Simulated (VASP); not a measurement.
# GaN (P6_3mc) in VASP: single point with r2SCAN

Aim: the single point of GaN with r2SCAN.

Everything below comes from runs of VASP 6.6.1. Logs are shortened: lines on timing, memory, paths and dates and some standing lists are left out, and cuts for length are marked.

## (1) The cell of the first run

It takes space group P6_3mc (No. 186, hexagonal). The conventional cell has a = 3.183 Å, b = 3.183 Å, c = 5.184 Å, α = 90.00°, β = 90.00°, γ = 120.00°. Ga (site symmetry 3m) has 4 N at 1.95 Å within 2.6 Å. N (site symmetry 3m) has 4 Ga at 1.95 Å within 2.6 Å.

## (2) Single point, r2SCAN

POSCAR

```
GaN
1.0
    3.1831493773      0.0000000000      0.0000000000
   -1.5915746887      2.7566882247      0.0000000000
    0.0000000000      0.0000000000      5.1836252148
Ga N
2 2
Direct
    0.3333333333      0.6666666667     -0.0008868111
    0.6666666667      0.3333333333      0.4991131889
    0.3333333333      0.6666666667      0.3758868111
    0.6666666667      0.3333333333      0.8758868111
```

INCAR.step1

```
SYSTEM = GaN
ALGO     = Normal         ! electronic algorithm
EDIFF    = 1E-4           ! SCF threshold, eV
ENCUT    = 520            ! plane-wave cutoff, eV
GGA      = PE             ! functional
ISMEAR   = 0              ! smearing method
LASPH    = .True.         ! aspherical terms in the spheres
LCHARG   = .False.        ! write CHGCAR
LREAL    = .False.        ! projectors in reciprocal space
LWAVE    = .True.         ! write WAVECAR
NBANDS   = 26             ! bands
NELM     = 60             ! most SCF steps
PREC     = Accurate       ! precision mode
SIGMA    = 0.01           ! smearing width, eV
```

INCAR.step2

```
SYSTEM = GaN
ALGO     = Normal         ! electronic algorithm
EDIFF    = 1E-6           ! SCF threshold, eV
ENCUT    = 520            ! plane-wave cutoff, eV
ISIF     = 2              ! what is computed and relaxed
ISMEAR   = 0              ! smearing method
ISTART   = 1            
LASPH    = .True.         ! aspherical terms in the spheres
LCHARG   = .True.         ! write CHGCAR
LELF     = .True.         ! ELF
LMIXTAU  = .True.       
LREAL    = .False.        ! projectors in reciprocal space
LVHAR    = .True.       
LWAVE    = .False.        ! write WAVECAR
METAGGA  = R2SCAN         ! meta-GGA
NBANDS   = 26             ! bands
NELM     = 60             ! most SCF steps
PREC     = Accurate       ! precision mode
SIGMA    = 0.01           ! smearing width, eV
```

KPOINTS

```
k-points
0
Gamma
  12 12 6
  0 0 0
```

Potentials or basis: VASP PAW PBE potentials, release 64 (Ga_d, N).

The run is started by

```bash
$ cat potpaw_PBE.64/Ga_d/POTCAR potpaw_PBE.64/N/POTCAR > POTCAR
$ cp INCAR.step1 INCAR
$ mpirun -np 1 vasp_std > vasp.out
$ cp INCAR.step2 INCAR
$ mpirun -np 1 vasp_std > vasp.out
```

OUTCAR:

```text
SYSTEM = GaN
   EDIFF = 1E-6
   ENCUT = 520
   ISIF = 2
   ISMEAR = 0
   ISTART = 1
   LASPH = .True.
   LREAL = .False.
   METAGGA = R2SCAN
   NELM = 60
   PREC = Accurate

 ion  position               nearest neighbor table
   1  0.333  0.667  0.999-   4 1.95   4 1.95   4 1.95   3 1.95
   2  0.667  0.333  0.499-   3 1.95   3 1.95   3 1.95   4 1.95
   3  0.333  0.667  0.376-   2 1.95   2 1.95   2 1.95   1 1.95
   4  0.667  0.333  0.876-   1 1.95   1 1.95   1 1.95   2 1.95

  LATTYP: Found a hexagonal cell.
 ALAT       =     3.1831493773
 C/A-ratio  =     1.6284580459

  Lattice vectors:

 A1 = (   3.1831493773,   0.0000000000,   0.0000000000)
 A2 = (  -1.5915746887,   2.7566882247,   0.0000000000)
 A3 = (   0.0000000000,   0.0000000000,   5.1836252148)

Analysis of symmetry for initial positions (statically):
=====================================================================
 Subroutine PRICEL returns:
 Original cell was already a primitive cell.

 Routine SETGRP: Setting up the symmetry group for a
 hexagonal supercell.

 Subroutine GETGRP returns: Found 12 space group operations
 (whereof  6 operations were pure point group operations)
 out of a pool of 24 trial point group operations.

The static configuration has the point symmetry C_3v.
 The point group associated with its full space group is C_6v.

Analysis of symmetry for dynamics (positions and initial velocities):
=====================================================================
 Subroutine PRICEL returns:
 Original cell was already a primitive cell.

 Routine SETGRP: Setting up the symmetry group for a
 hexagonal supercell.

 Subroutine GETGRP returns: Found 12 space group operations
 (whereof  6 operations were pure point group operations)
 out of a pool of 24 trial point group operations.

The dynamic configuration has the point symmetry C_3v.
 The point group associated with its full space group is C_6v.

 Subroutine INISYM returns: Found 12 space group operations
 (whereof  6 operations are pure point group operations),
 and found     1 'primitive' translations

----------------------------------------------------------------------------------------

                                     Primitive cell

  volume of cell :      45.4861

  direct lattice vectors                    reciprocal lattice vectors
     3.183149377  0.000000000  0.000000000     0.314154280  0.181377058  0.000000000
    -1.591574689  2.756688225  0.000000000     0.000000000  0.362754116  0.000000000
     0.000000000  0.000000000  5.183625215     0.000000000  0.000000000  0.192915182

  length of vectors
     3.183149377  3.183149377  5.183625215     0.362754116  0.362754116  0.192915182

  position of ions in fractional coordinates (direct lattice)
     0.333333333  0.666666667  0.999113189
     0.666666667  0.333333333  0.499113189
     0.333333333  0.666666667  0.375886811
     0.666666667  0.333333333  0.875886811

  ion indices of the primitive-cell ions
   primitive index   ion index
                 1           1
                 2           2
                 3           3
                 4           4

----------------------------------------------------------------------------------------

 KPOINTS: k-points

Automatic generation of k-mesh.
 Grid dimensions read from file:
 generate k-points for:   12   12    6

 Generating k-lattice:

  Cartesian coordinates                     Fractional coordinates (reciprocal lattice)
     0.026179523  0.015114755  0.000000000     0.083333333 -0.000000000  0.000000000
     0.000000000  0.030229510  0.000000000     0.000000000  0.083333333  0.000000000
     0.000000000  0.000000000  0.032152530     0.000000000  0.000000000  0.166666667

  Length of vectors
     0.030229510  0.030229510  0.032152530

  Shift w.r.t. Gamma in fractional coordinates (k-lattice)
     0.000000000  0.000000000  0.000000000

 Subroutine IBZKPT returns following result:
 ===========================================

 Found     76 irreducible k-points:

 Following reciprocal coordinates:
            Coordinates               Weight
  0.000000  0.000000  0.000000      1.000000
  0.083333  0.000000  0.000000      6.000000
  0.166667  0.000000  0.000000      6.000000
  0.250000  0.000000  0.000000      6.000000
  0.333333  0.000000  0.000000      6.000000
  0.416667  0.000000  0.000000      6.000000
[... 16 lines left out ...]
  0.250000  0.000000  0.166667     12.000000
  0.333333  0.000000  0.166667     12.000000
 [... further k-points ...]
   k-points           NKPTS =     76   k-points in BZ     NKDIM =     76   number of bands    NBANDS=     26
   number of dos      NEDOS =    301   number of ions     NIONS =      4
   total plane-waves  NPLWV =  23040
   dimension x,y,z NGX =    24 NGY =   24 NGZ =   40
   dimension x,y,z NGXF=    48 NGYF=   48 NGZF=   80
   ions per type =               2   2
   NGX,Y,Z   is equivalent  to a cutoff of  12.53, 12.53, 12.83 a.u.
   NGXF,Y,Z  is equivalent  to a cutoff of  25.07, 25.07, 25.66 a.u.
 SYSTEM =  GaN
   PREC   = accura    normal or accurate (medium, high low for compatibility)
   ISTART =      1    job   : 0-new  1-cont  2-samecut
   ICHARG =      0    charge: 1-file 2-atom 10-const
   ISPIN  =      1    spin polarized calculation?
   LNONCOLLINEAR =      F non collinear calculations
   LSORBIT =      F    spin-orbit coupling
   LASPH  =      T    aspherical Exc in radial PAW
   ENCUT  =  520.0 eV  38.22 Ry    6.18 a.u.   5.92  5.92  9.64*2*pi/ulx,y,z
   NELM   =     60;   NELMIN=  2; NELMDL=  0     # of ELM steps
   EDIFF  = 0.1E-05   stopping-criterion for ELM
   LREAL  =      F    real-space projection
   EDIFFG = 0.1E-04   stopping-criterion for IOM
   NSW    =      0    number of steps for IOM
   IBRION =     -1    ionic relax: 0-MD 1-quasi-New 2-CG
   NFREE  =      0    steps in history (QN), initial steepest desc. (CG)
   ISIF   =      2    stress and relaxation
   ISYM   =      2    0-nonsym 1-usesym 2-fastsym
   POTIM  = 0.5000    time-step for ionic-motion
   TEBEG  =    0.0;   TEEND  =   0.0 temperature during run
   PSTRESS=    0.0 pullay stress
   NELECT =      36.0000    total number of electrons
   NUPDOWN=      -1.0000    fix difference up-down
   EMIN   =  10.00;   EMAX   =-10.00  energy-range for DOS
   EFERMI =   0.00;   METHOD = LEGACY
   ISMEAR =     0;   SIGMA  =   0.01  broadening in eV -4-tet -1-fermi 0-gaus
   EFERMI_NEDOS =   21; number of points for ismear=-14 and -15
   IALGO  =     38    algorithm
   IMIX   =      4    mixing-type and parameters
     AMIX     =   0.40;   BMIX     =  1.00
     AMIX_MAG =   1.60;   BMIX_MAG =  1.00
  volume/ion in A,a.u.               =      11.37        76.74
  Fermi-wavevector in a.u.,A,eV,Ry     =   1.514315  2.861641 31.200201  2.293150
  Thomas-Fermi vector in A             =   2.623989
   LORBIT       =      0    0 simple, 1 ext, 2 COOP (PROOUT), +10 PAW based schemes
   METAGGA = R2SCAN    functional components
   LHFCALC =     F    Hartree Fock is set to
   AEXX    =    0.0000 exact exchange contribution
   IVDW    =     0    specifies the selected vdW correction
   LEPSILON=     F    determine dielectric tensor
   LRPA    =     F    only Hartree local field effects (RPA)
 non-spin polarized calculation
 Gauss-broadening in eV      SIGMA  =   0.01
  energy-cutoff  :      520.00
  volume of cell :       45.49
 maximum number of plane-waves:      1248
 NGX is ok and might be reduce to    24
   NGX = 11   NGY = 11   NGZ = 19

 number of electron      35.9999993 magnetization

 Free energy of the ion-electron system (eV)
  ---------------------------------------------------
  ext. energy  EPLUGINS =         0.00000000
  ---------------------------------------------------
  free energy    TOTEN  =       -43.82089666 eV

  energy without entropy =      -43.82089666  energy(sigma->0) =      -43.82089666

 E-fermi :   5.1700     XC(G=0): -12.6636

 val. band max:        5.1012424917   @ k =   0.0000   0.0000   0.0000
 cond. band min:       7.4447600110   @ k =   0.0000   0.0000   0.0000
 fundamental gap:      2.3435175193
 Fermi energy:         5.1700302315

 k-point     1 :       0.0000    0.0000    0.0000
  band No.  band energies     occupation
      1     -11.7109      2.00000
      2     -10.7045      2.00000
      3      -8.7273      2.00000
      4      -8.7114      2.00000
      5      -8.7114      2.00000
      6      -8.6429      2.00000
[... 18 lines left out ...]
     25      17.5886      0.00000
     26      17.5887      0.00000

 k-point     2 :       0.0833    0.0000    0.0000
  band No.  band energies     occupation
      1     -11.6415      2.00000
      2     -10.6840      2.00000
      3      -8.7209      2.00000
      4      -8.7009      2.00000
      5      -8.6879      2.00000
      6      -8.6344      2.00000
[... 18 lines left out ...]
     25      17.2305      0.00000
     26      17.7548      0.00000

 k-point     3 :       0.1667    0.0000    0.0000
  band No.  band energies     occupation
      1     -11.4508      2.00000
      2     -10.6328      2.00000
      3      -8.6956      2.00000
      4      -8.6747      2.00000
      5      -8.6264      2.00000
      6      -8.5954      2.00000
[... 18 lines left out ...]
     25      17.2590      0.00000
     26      18.1399      0.00000

 k-point     4 :       0.2500    0.0000    0.0000
  band No.  band energies     occupation
      1     -11.1921      2.00000
      2     -10.5741      2.00000
      3      -8.6679      2.00000
      4      -8.6475      2.00000
      5      -8.5747      2.00000
      6      -8.5362      2.00000
[... 18 lines left out ...]
     25      17.2872      0.00000
     26      18.6653      0.00000
[... 496 lines left out ...]
      1     -11.3792      2.00000
      2     -10.6638      2.00000
      3      -8.6904      2.00000
      4      -8.6707      2.00000
      5      -8.6262      2.00000
      6      -8.5968      2.00000
[... 18 lines left out ...]
     25      16.8675      0.00000
     26      17.9169      0.00000

 k-point    23 :       0.2500    0.0000    0.1667
  band No.  band energies     occupation
      1     -11.1331      2.00000
      2     -10.5945      2.00000
      3      -8.6670      2.00000
      4      -8.6406      2.00000
      5      -8.5871      2.00000
      6      -8.5441      2.00000
[... 18 lines left out ...]
     25      16.9944      0.00000
     26      18.4906      0.00000

 k-point    24 :       0.3333    0.0000    0.1667
  band No.  band energies     occupation
      1     -10.9010      2.00000
      2     -10.5403      2.00000
      3      -8.6548      2.00000
      4      -8.6214      2.00000
      5      -8.5546      2.00000
      6      -8.4936      2.00000
[... 18 lines left out ...]
     25      17.2382      0.00000
     26      19.0498      0.00000

 [... further k-points ...]

------------------------ aborting loop because EDIFF is reached ----------------------------------------

  FORCE on cell =-STRESS in cart. coord.  units (eV):
  Direction    XX          YY          ZZ          XY          YZ          ZX
  --------------------------------------------------------------------------------------
  -------------------------------------------------------------------------------------
  Total        0.3154307      0.3154307      0.2815124     -0.0000000      0.0000000      0.0000000
  in kB       11.1105677     11.1105677      9.9158473     -0.0000000      0.0000000      0.0000000
  external PRESSURE =      10.7123276 kB  Pullay stress =       0.0000000 kB

 VOLUME and BASIS-vectors are now :
 -----------------------------------------------------------------------------
  energy-cutoff  :      520.00
  volume of cell :       45.49
      direct lattice vectors                 reciprocal lattice vectors
     3.183149377  0.000000000  0.000000000     0.314154280  0.181377058  0.000000000
    -1.591574689  2.756688225  0.000000000     0.000000000  0.362754116  0.000000000
     0.000000000  0.000000000  5.183625215     0.000000000  0.000000000  0.192915182

 POSITION                                       TOTAL-FORCE (eV/Angst)
 -----------------------------------------------------------------------------------
     -0.00000      1.83779      5.17903        -0.000000      0.000000      0.004834
      1.59157      0.91890      2.58722         0.000000     -0.000000      0.004834
     -0.00000      1.83779      1.94846        -0.000000     -0.000000     -0.004834
      1.59157      0.91890      4.54027        -0.000000     -0.000000     -0.004834
 -----------------------------------------------------------------------------------
    total drift:                                0.000002      0.000004      0.034538

  FREE ENERGIE OF THE ION-ELECTRON SYSTEM (eV)
  ---------------------------------------------------
  free  energy   TOTEN  =       -43.8208966553 eV

  energy  without entropy=      -43.8208966553  energy(sigma->0) =      -43.82089666
```

Run time: 5.3 min. Hardware: 1 thread of Intel Xeon 8259CL, shared host; peak memory 0.22 GiB.

What came out:

```
Free energy            : -43.8209 eV
Pressure               : 1.1 GPa
Largest force          : 0.005 eV/Å
Band gap on the k mesh : 2.34 eV
```

Forces in eV/Å, atoms in the order of the input:
```
Ga   0.000  0.000  0.005
Ga   0.000  0.000  0.005
N    0.000  0.000 -0.005
N    0.000  0.000 -0.005
```

Stress tensor (GPa, compression positive):
```
1.11 0.00 0.00
0.00 1.11 0.00
0.00 0.00 0.99
```

Levels at points of the mesh, in eV from the valence-band top:
```
           k point  band 16  band 17  band 18  band 19  band 20  band 21
(0.00, 0.00, 0.00)    -0.04     0.00     0.00     2.34     4.81     9.96
(0.50, 0.00, 0.00)    -2.84    -2.24    -1.03     5.58     6.12     6.55
(0.00, 0.00, 0.50)    -0.55    -0.55    -0.55     4.77     4.77     9.18
(0.50, 0.00, 0.50)    -2.01    -1.95    -1.95     4.89     4.89     8.42
```

Caveat: the PAW data sets were made with another functional, which shifts forces and pressure a little.
